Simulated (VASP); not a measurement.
A run of VASP 6.6.1:

File INCAR:

```
PREC = Accurate
ENCUT = 520
EDIFF = 1E-6
ISMEAR = -1
SIGMA = 0.05
LREAL = Auto
LASPH = T
NELM = 200
ALGO = Normal
ISIF = 2
LWAVE = F
LCHARG = F
ISPIN = 2
MAGMOM = 0 0 0 0 0 0 0 0.2 0.2 0 0 0 0 0 0 0 0.2 0 0 0 0 0 0 0 0.2 0 0 0 0 0 0 0 0.2 0 0 0 0 0 0 0 0 0 0 0 0 0 0 0 0 0 0 0 0 0 0 0 0 0 0 0 0 0 0 0
LORBIT = 11
GGA = PS
NBANDS = 169
NELECT = 251.0
ISYM = -1
GGA_COMPAT = F
```

File KPOINTS:

```
explicit points
1
Reciprocal
  0.25000000   0.25000000   0.25000000 1
```

The input POSCAR:

```
B33N31
1.0
    7.2115910000      0.0000000000      0.0000000000
    0.0000000000      7.2115910000      0.0000000000
    0.0000000000      0.0000000000      7.2115910000
B N
33 31
Direct
    0.0011160000      0.0010620000      0.0006270000
    0.0030600000      0.0029800000      0.4981170000
    0.0030080000      0.4985390000      0.0025370000
    0.0025180000      0.5005110000      0.5000970000
    0.4985980000      0.0029540000      0.0025580000
    0.5005770000      0.0024610000      0.5000940000
    0.5005750000      0.5005000000      0.0020300000
    0.4822580000      0.4820900000      0.4818310000
    0.6172120000      0.6175200000      0.6163770000
    0.2504670000      0.2504080000      0.0003060000
    0.2475340000      0.2474600000      0.4972140000
    0.2477090000      0.7547140000      0.0029770000
    0.2486650000      0.7485030000      0.4992800000
    0.7547480000      0.2476510000      0.0029540000
    0.7485890000      0.2485820000      0.4992690000
    0.7499000000      0.7498240000      0.0020230000
    0.7703870000      0.7703130000      0.4844880000
    0.2504800000      0.0007350000      0.2499900000
    0.2476990000      0.0033720000      0.7543130000
    0.2475290000      0.4975840000      0.2470600000
    0.2486750000      0.4996750000      0.7481120000
    0.7548000000      0.0034040000      0.2472030000
    0.7499300000      0.0024390000      0.7494480000
    0.7485830000      0.4996810000      0.2481910000
    0.7702530000      0.4848190000      0.7698000000
    0.0007880000      0.2504200000      0.2499800000
    0.0034380000      0.2476430000      0.7542870000
    0.0034840000      0.7547540000      0.2472000000
    0.0025110000      0.7498460000      0.7494320000
    0.4976760000      0.2474500000      0.2470530000
    0.4997520000      0.2485810000      0.7481110000
    0.4997540000      0.7485040000      0.2481810000
    0.4849790000      0.7702160000      0.7698510000
    0.1255000000      0.1254260000      0.1250300000
    0.1254240000      0.1253350000      0.6240220000
    0.1253940000      0.6244030000      0.1249520000
    0.1255680000      0.6253260000      0.6249240000
    0.6244950000      0.1253240000      0.1249450000
    0.6253990000      0.1254740000      0.6249210000
    0.6253960000      0.6253240000      0.1250890000
    0.3752220000      0.3751540000      0.1244860000
    0.3732080000      0.3731100000      0.6246560000
    0.3756370000      0.8753070000      0.1251090000
    0.3769670000      0.8737770000      0.6232390000
    0.8753910000      0.3755690000      0.1251000000
    0.8738480000      0.3768770000      0.6232400000
    0.8756250000      0.8755390000      0.1252380000
    0.8765230000      0.8764280000      0.6258200000
    0.3752230000      0.1248850000      0.3747470000
    0.3756330000      0.1254790000      0.8749340000
    0.3732530000      0.6250490000      0.3727830000
    0.3769520000      0.6236420000      0.8733970000
    0.8754100000      0.1255000000      0.3751470000
    0.8756240000      0.1256490000      0.8751580000
    0.8738530000      0.6236400000      0.3765060000
    0.8763970000      0.6262040000      0.8759290000
    0.1249540000      0.3751590000      0.3747520000
    0.1255700000      0.3755650000      0.8749260000
    0.1255840000      0.8753160000      0.3751600000
    0.1257120000      0.8755350000      0.8751590000
    0.6251310000      0.3731230000      0.3727490000
    0.6237190000      0.3768530000      0.8733920000
    0.6237290000      0.8738050000      0.3764710000
    0.6263020000      0.8763820000      0.8759980000
```

Potentials or basis: VASP PAW PBE potentials, release 64 (B, N).

Run with:

```console
$ cat potpaw_PBE.64/B/POTCAR potpaw_PBE.64/N/POTCAR > POTCAR
$ mpirun -np 1 vasp_std > vasp.out
```

Hardware: 1 thread of Intel(R) Xeon(R) 6975P-C (Granite Rapids), on a shared host.

Question: Estimate the wall time of this run.

Answer: Run time: 3.4 min on 1 thread of Intel(R) Xeon(R) 6975P-C (Granite Rapids), on a shared host, peak memory 0.55 GiB. Counts: scf iterations 16, k points 1.
